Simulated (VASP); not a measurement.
# ZnS (F-43m) in VASP: a series of runs

The runs below take ZnS through single point, with PBE-based screened hybrid with 50 % exact exchange, PBE-based screened hybrid with 25 % exact exchange.

Everything below comes from runs of VASP 6.6.1. Logs are shortened: lines on timing, memory, paths and dates and some standing lists are left out, and cuts for length are marked.

**Measured values to compare with.**

From “Electronic, vibrational, and thermodynamic properties of ZnS (zincblende and rocksalt structure)”, 2009, arxiv:0911.5022, for a bulk crystal of ZnS at 19 K: band gap 3.85 eV (direct).

How close the calculation comes is told below.

## 1. The cell of the first run

It takes space group F-43m (No. 216, cubic). Conventional cell: a = 5.404 Å, b = 5.404 Å, c = 5.404 Å, α = 90.00°, β = 90.00°, γ = 90.00°. Zn (site symmetry -43m) has 4 S at 2.34 Å within 3.1 Å. S (site symmetry -43m) has 4 Zn at 2.34 Å within 3.1 Å.

## 2. Single point, PBE-based screened hybrid with 50 % exact exchange

The input, POSCAR:

```
ZnS
1.0
    0.0000000000      2.7020000000      2.7020000000
    2.7020000000      0.0000000000      2.7020000000
    2.7020000000      2.7020000000      0.0000000000
Zn S
1 1
Direct
    0.7500000000      0.7500000000      0.7500000000
    0.0000000000      0.0000000000      0.0000000000
```

The input, INCAR.step1:

```
PREC = Accurate
ENCUT = 520
EDIFF = 1E-5
ISMEAR = -1
SIGMA = 0.05
LREAL = False
LASPH = True
NELM = 100
ALGO = Normal
ISIF = 2
LWAVE = True
LCHARG = False
NBANDS = 16
GGA = PE
```

The input, INCAR.step2:

```
PREC = Accurate
ENCUT = 520
EDIFF = 1E-6
ISMEAR = -1
SIGMA = 0.05
LREAL = False
LASPH = True
NELM = 100
ALGO = Normal
ISIF = 2
LWAVE = False
LCHARG = False
GGA = PE
LHFCALC = True
AEXX = 0.5
HFSCREEN = 0.2
PRECFOCK = Normal
NBANDS = 16
ISTART = 1
```

The input, KPOINTS:

```
Automatic mesh
0
Gamma
  5 5 5
```

Potentials or basis: VASP PAW PBE potentials, release 64 (Zn, S).

On the command line:

```sh
$ cat potpaw_PBE.64/Zn/POTCAR potpaw_PBE.64/S/POTCAR > POTCAR
$ cp INCAR.step1 INCAR
$ mpirun -np 1 vasp_std > vasp.out
$ cp INCAR.step2 INCAR
$ mpirun -np 1 vasp_std > vasp.out
```

OUTCAR:

```text
PREC = Accurate
   ENCUT = 520
   EDIFF = 1E-6
   ISMEAR = -1
   LREAL = False
   LASPH = True
   NELM = 100
   ISIF = 2
   GGA = PE
   LHFCALC = True
   AEXX = 0.5
   HFSCREEN = 0.2
   PRECFOCK = Normal
   ISTART = 1

 ion  position               nearest neighbor table
   1  0.750  0.750  0.750-   2 2.34   2 2.34   2 2.34   2 2.34
   2  0.000  0.000  0.000-   1 2.34   1 2.34   1 2.34   1 2.34

  LATTYP: Found a face centered cubic cell.
 ALAT       =     5.4040000000

  Lattice vectors:

 A1 = (   0.0000000000,   2.7020000000,   2.7020000000)
 A2 = (   2.7020000000,   0.0000000000,   2.7020000000)
 A3 = (   2.7020000000,   2.7020000000,   0.0000000000)

Analysis of symmetry for initial positions (statically):
=====================================================================
 Subroutine PRICEL returns:
 Original cell was already a primitive cell.

 Routine SETGRP: Setting up the symmetry group for a
 face centered cubic supercell.

 Subroutine GETGRP returns: Found 24 space group operations
 (whereof 24 operations were pure point group operations)
 out of a pool of 48 trial point group operations.

The static configuration has the point symmetry T_d .

Analysis of symmetry for dynamics (positions and initial velocities):
=====================================================================
 Subroutine PRICEL returns:
 Original cell was already a primitive cell.

 Routine SETGRP: Setting up the symmetry group for a
 face centered cubic supercell.

 Subroutine GETGRP returns: Found 24 space group operations
 (whereof 24 operations were pure point group operations)
 out of a pool of 48 trial point group operations.

The dynamic configuration has the point symmetry T_d .

 Subroutine INISYM returns: Found 24 space group operations
 (whereof 24 operations are pure point group operations),
 and found     1 'primitive' translations

----------------------------------------------------------------------------------------

                                     Primitive cell

  volume of cell :      39.4535

  direct lattice vectors                    reciprocal lattice vectors
     0.000000000  2.702000000  2.702000000    -0.185048113  0.185048113  0.185048113
     2.702000000  0.000000000  2.702000000     0.185048113 -0.185048113  0.185048113
     2.702000000  2.702000000  0.000000000     0.185048113  0.185048113 -0.185048113

  length of vectors
     3.821205046  3.821205046  3.821205046     0.320512733  0.320512733  0.320512733

  position of ions in fractional coordinates (direct lattice)
     0.750000000  0.750000000  0.750000000
     0.000000000  0.000000000  0.000000000

  ion indices of the primitive-cell ions
   primitive index   ion index
                 1           1
                 2           2

----------------------------------------------------------------------------------------

 KPOINTS: Automatic mesh

Automatic generation of k-mesh.
 Grid dimensions read from file:
 generate k-points for:    5    5    5

 Generating k-lattice:

  Cartesian coordinates                     Fractional coordinates (reciprocal lattice)
    -0.037009623  0.037009623  0.037009623     0.200000000  0.000000000  0.000000000
     0.037009623 -0.037009623  0.037009623     0.000000000  0.200000000  0.000000000
     0.037009623  0.037009623 -0.037009623     0.000000000  0.000000000  0.200000000

  Length of vectors
     0.064102547  0.064102547  0.064102547

  Shift w.r.t. Gamma in fractional coordinates (k-lattice)
     0.000000000  0.000000000  0.000000000

 Subroutine IBZKPT returns following result:
 ===========================================

 Found     10 irreducible k-points:

 Following reciprocal coordinates:
            Coordinates               Weight
  0.000000  0.000000  0.000000      1.000000
  0.200000  0.000000  0.000000      8.000000
  0.400000  0.000000  0.000000      8.000000
  0.200000  0.200000  0.000000      6.000000
  0.400000  0.200000  0.000000     24.000000
 -0.400000  0.200000  0.000000     24.000000
 -0.200000  0.200000  0.000000     12.000000
  0.400000  0.400000  0.000000      6.000000
 -0.400000  0.400000  0.000000     12.000000
 -0.400000  0.400000  0.200000     24.000000
   k-points           NKPTS =     10   k-points in BZ     NKDIM =    125   number of bands    NBANDS=     16
   number of dos      NEDOS =    301   number of ions     NIONS =      2
   total plane-waves  NPLWV =  21952
   dimension x,y,z NGX =    28 NGY =   28 NGZ =   28
   dimension x,y,z NGXF=    56 NGYF=   56 NGZF=   56
   ions per type =               1   1
   NGX,Y,Z   is equivalent  to a cutoff of  12.18, 12.18, 12.18 a.u.
   NGXF,Y,Z  is equivalent  to a cutoff of  24.36, 24.36, 24.36 a.u.
 SYSTEM =  unknown system
   PREC   = accura    normal or accurate (medium, high low for compatibility)
   ISTART =      1    job   : 0-new  1-cont  2-samecut
   ICHARG =      0    charge: 1-file 2-atom 10-const
   ISPIN  =      1    spin polarized calculation?
   LNONCOLLINEAR =      F non collinear calculations
   LSORBIT =      F    spin-orbit coupling
   LASPH  =      T    aspherical Exc in radial PAW
   ENCUT  =  520.0 eV  38.22 Ry    6.18 a.u.   7.10  7.10  7.10*2*pi/ulx,y,z
   NELM   =    100;   NELMIN=  2; NELMDL=  0     # of ELM steps
   EDIFF  = 0.1E-05   stopping-criterion for ELM
   LREAL  =      F    real-space projection
   EDIFFG = 0.1E-04   stopping-criterion for IOM
   NSW    =      0    number of steps for IOM
   IBRION =     -1    ionic relax: 0-MD 1-quasi-New 2-CG
   NFREE  =      0    steps in history (QN), initial steepest desc. (CG)
   ISIF   =      2    stress and relaxation
   ISYM   =      3    0-nonsym 1-usesym 2-fastsym
   POTIM  = 0.5000    time-step for ionic-motion
   TEBEG  =    0.0;   TEEND  =   0.0 temperature during run
   PSTRESS=    0.0 pullay stress
   NELECT =      18.0000    total number of electrons
   NUPDOWN=      -1.0000    fix difference up-down
   EMIN   =  10.00;   EMAX   =-10.00  energy-range for DOS
   EFERMI =   0.00;   METHOD = LEGACY
   ISMEAR =    -1;   SIGMA  =   0.05  broadening in eV -4-tet -1-fermi 0-gaus
   EFERMI_NEDOS =   21; number of points for ismear=-14 and -15
   IALGO  =     38    algorithm
   IMIX   =      1    mixing-type and parameters
     AMIX     =   0.40;   BMIX     =  1.00
     AMIX_MAG =   1.60;   BMIX_MAG =  1.00
  volume/ion in A,a.u.               =      19.73       133.12
  Fermi-wavevector in a.u.,A,eV,Ry     =   1.260290  2.381602 21.610537  1.588330
  Thomas-Fermi vector in A             =   2.393807
   LORBIT       =      0    0 simple, 1 ext, 2 COOP (PROOUT), +10 PAW based schemes
   GGA     = PE    functional components
   LHFCALC =     T    Hartree Fock is set to
   PRECFOCK=normal    Normal, Fast or Accurate (Low or Medium for compatibility)
   ENCUT4O =  -1.0   cutoff for four orbital integrals eV
   NKREDX  =     1    reduce k-point grid by
   NKREDY  =     1    reduce k-point grid by
   NKREDZ  =     1    reduce k-point grid by
   AEXX    =    0.5000 exact exchange contribution
   HFSCREEN=    0.2000 screening length (either q_TF or 0.3 A-1)
   HFSCREENC=   0.2000 screening length for correlation (either q_TF or 0.3 A-1)
   ENCUTFOCK=  -1.0 apply spherical cutoff to Coloumb kernel
   IVDW    =     0    specifies the selected vdW correction
   LEPSILON=     F    determine dielectric tensor
   LRPA    =     F    only Hartree local field effects (RPA)
 non-spin polarized calculation
  energy-cutoff  :      520.00
  volume of cell :       39.45
 maximum number of plane-waves:      1073
  NGX = 24; NGY = 24; NGZ = 24

 number of electron      18.0000000 magnetization

 Free energy of the ion-electron system (eV)
  ---------------------------------------------------
  ext. energy  EPLUGINS =         0.00000000
  ---------------------------------------------------
  free energy    TOTEN  =       -10.10601950 eV

  energy without entropy =      -10.10601950  energy(sigma->0) =      -10.10601950

 E-fermi :   1.6195     XC(G=0):  -6.2972

 val. band max:        0.6017299044   @ k =   0.0000   0.0000   0.0000
 cond. band min:       5.2503159862   @ k =   0.0000   0.0000   0.0000
 fundamental gap:      4.6485860818
 Fermi energy:         1.6194568892

 k-point     1 :       0.0000    0.0000    0.0000
  band No.  band energies     occupation
      1     -14.8764      2.00000
      2      -8.8334      2.00000
      3      -8.8334      2.00000
      4      -8.8334      2.00000
      5      -8.4235      2.00000
      6      -8.4235      2.00000
[... 8 lines left out ...]
     15      15.2856      0.00000
     16      15.5850      0.00000

 k-point     2 :       0.2000    0.0000    0.0000
  band No.  band energies     occupation
      1     -14.5527      2.00000
      2      -8.7920      2.00000
      3      -8.7920      2.00000
      4      -8.7425      2.00000
      5      -8.4250      2.00000
      6      -8.4250      2.00000
[... 8 lines left out ...]
     15      14.2497      0.00000
     16      15.8673      0.00000

 k-point     3 :       0.4000    0.0000    0.0000
  band No.  band energies     occupation
      1     -13.9566      2.00000
      2      -8.7394      2.00000
      3      -8.7394      2.00000
      4      -8.4093      2.00000
      5      -8.4093      2.00000
      6      -8.3204      2.00000
[... 8 lines left out ...]
     15      16.0748      0.00000
     16      16.0748      0.00000

 k-point     4 :       0.2000    0.2000    0.0000
  band No.  band energies     occupation
      1     -14.4450      2.00000
      2      -8.7746      2.00000
      3      -8.7490      2.00000
      4      -8.7490      2.00000
      5      -8.4477      2.00000
      6      -8.4029      2.00000
[... 8 lines left out ...]
     15      15.8697      0.00000
     16      18.6756      0.00000
[... 58 lines left out ...]
 k-point     8 :       0.4000    0.4000    0.0000
  band No.  band energies     occupation
      1     -13.6560      2.00000
      2      -8.6656      2.00000
      3      -8.5887      2.00000
      4      -8.5887      2.00000
      5      -8.3695      2.00000
      6      -8.2280      2.00000
[... 8 lines left out ...]
     15      17.2314      0.00000
     16      19.9001      0.00000

 k-point     9 :      -0.4000    0.4000    0.0000
  band No.  band energies     occupation
      1     -13.5191      2.00000
      2      -8.6702      2.00000
      3      -8.5857      2.00000
      4      -8.5319      2.00000
      5      -8.3865      2.00000
      6      -7.9901      2.00000
[... 8 lines left out ...]
     15      16.6857      0.00000
     16      19.4674      0.00000

 k-point    10 :      -0.4000    0.4000    0.2000
  band No.  band energies     occupation
      1     -13.5979      2.00000
      2      -8.6619      2.00000
      3      -8.6468      2.00000
      4      -8.4944      2.00000
      5      -8.4083      2.00000
      6      -8.0405      2.00000
[... 8 lines left out ...]
     15      17.1099      0.00000
     16      19.7081      0.00000

------------------------ aborting loop because EDIFF is reached ----------------------------------------

  FORCE on cell =-STRESS in cart. coord.  units (eV):
  Direction    XX          YY          ZZ          XY          YZ          ZX
  --------------------------------------------------------------------------------------
  -------------------------------------------------------------------------------------
  Total        0.0728630      0.0728630      0.0728630     -0.0000000     -0.0000000      0.0000000
  in kB        2.9589108      2.9589108      2.9589108     -0.0000000     -0.0000000      0.0000000
  external PRESSURE =       2.9589108 kB  Pullay stress =       0.0000000 kB

 VOLUME and BASIS-vectors are now :
 -----------------------------------------------------------------------------
  energy-cutoff  :      520.00
  volume of cell :       39.45
      direct lattice vectors                 reciprocal lattice vectors
     0.000000000  2.702000000  2.702000000    -0.185048113  0.185048113  0.185048113
     2.702000000  0.000000000  2.702000000     0.185048113 -0.185048113  0.185048113
     2.702000000  2.702000000  0.000000000     0.185048113  0.185048113 -0.185048113

 POSITION                                       TOTAL-FORCE (eV/Angst)
 -----------------------------------------------------------------------------------
      4.05300      4.05300      4.05300         0.000000      0.000000      0.000000
      0.00000      0.00000      0.00000        -0.000000     -0.000000     -0.000000
 -----------------------------------------------------------------------------------
    total drift:                                0.000239      0.000144      0.000123

  FREE ENERGIE OF THE ION-ELECTRON SYSTEM (eV)
  ---------------------------------------------------
  free  energy   TOTEN  =       -10.1060194982 eV

  energy  without entropy=      -10.1060194982  energy(sigma->0) =      -10.10601950
```

Wall time 13 min (1 thread of Intel Xeon Platinum 8259CL at 2.50GHz (Skylake/Cascade Lake), shared host); peak memory 0.26 GiB.

Results:

* Free energy: -10.1060 eV
* Pressure: 0.3 GPa
* Band gap on the k mesh: 4.65 eV

Caveat: the PAW data sets were made with another functional, which shifts forces and pressure a little.

## 3. Single point, PBE-based screened hybrid with 25 % exact exchange

POSCAR is that of step 2.

The input, INCAR.step1:

```
PREC = Accurate
ENCUT = 520
EDIFF = 1E-5
ISMEAR = -1
SIGMA = 0.05
LREAL = F
LASPH = T
NELM = 60
ALGO = Normal
ISIF = 2
LWAVE = T
LCHARG = F
GGA = PE
NBANDS = 16
```

The input, INCAR.step2:

```
PREC = Accurate
ENCUT = 520
EDIFF = 1E-6
ISMEAR = -1
SIGMA = 0.05
LREAL = F
LASPH = T
NELM = 60
ALGO = Normal
ISIF = 2
LWAVE = F
LCHARG = F
GGA = PE
LHFCALC = T
AEXX = 0.25
HFSCREEN = 0.1
PRECFOCK = Normal
ISTART = 1
NBANDS = 16
```

KPOINTS is that of step 2.

Potentials or basis: VASP PAW PBE potentials, release 64 (Zn, S).

On the command line:

```sh
$ cat potpaw_PBE.64/Zn/POTCAR potpaw_PBE.64/S/POTCAR > POTCAR
$ cp INCAR.step1 INCAR
$ mpirun -np 1 vasp_std > vasp.out
$ cp INCAR.step2 INCAR
$ mpirun -np 1 vasp_std > vasp.out
```

Run time: 13 min. Hardware: 1 thread of Intel Xeon Platinum 8259CL at 2.50GHz (Skylake/Cascade Lake), shared host; peak memory 0.26 GiB.

Results (log left out):

```yaml
Free_energy: -8.6601 eV
Pressure: 0.8 GPa
Band_gap_on_the_k_mesh: 3.66 eV
```

Levels at points of the mesh, in eV from the valence-band top:
| k point | band 6 | band 7 | band 8 | band 9 | band 10 | band 11 | band 12 | band 13 |
| --- | --- | --- | --- | --- | --- | --- | --- | --- |
| (0.00, 0.00, 0.00) | -7.45 | 0.00 | 0.00 | 0.00 | 3.66 | 8.03 | 8.03 | 8.03 |

Caveat: the PAW data sets were made with another functional, which shifts forces and pressure a little.

## 4. Comparison with measurements

Step 2. Against the measured gap of ZnS, 3.85 eV (direct; 19 K; quoted in “Electronic, vibrational, and thermodynamic properties of ZnS (zincblende and rocksalt structure)”, 2009, arxiv:0911.5022), the calculated 4.65 eV is off by +0.80 eV. The value is that of PBE-based screened hybrid with 50 % exact exchange, without temperature or zero-point motion.

Step 3. Measured gap of ZnS: 3.85 eV (direct; 19 K; quoted in “Electronic, vibrational, and thermodynamic properties of ZnS (zincblende and rocksalt structure)”, 2009, arxiv:0911.5022). This calculation gives 3.66 eV (-0.19 eV). The value is that of PBE-based screened hybrid with 25 % exact exchange, without temperature or zero-point motion.
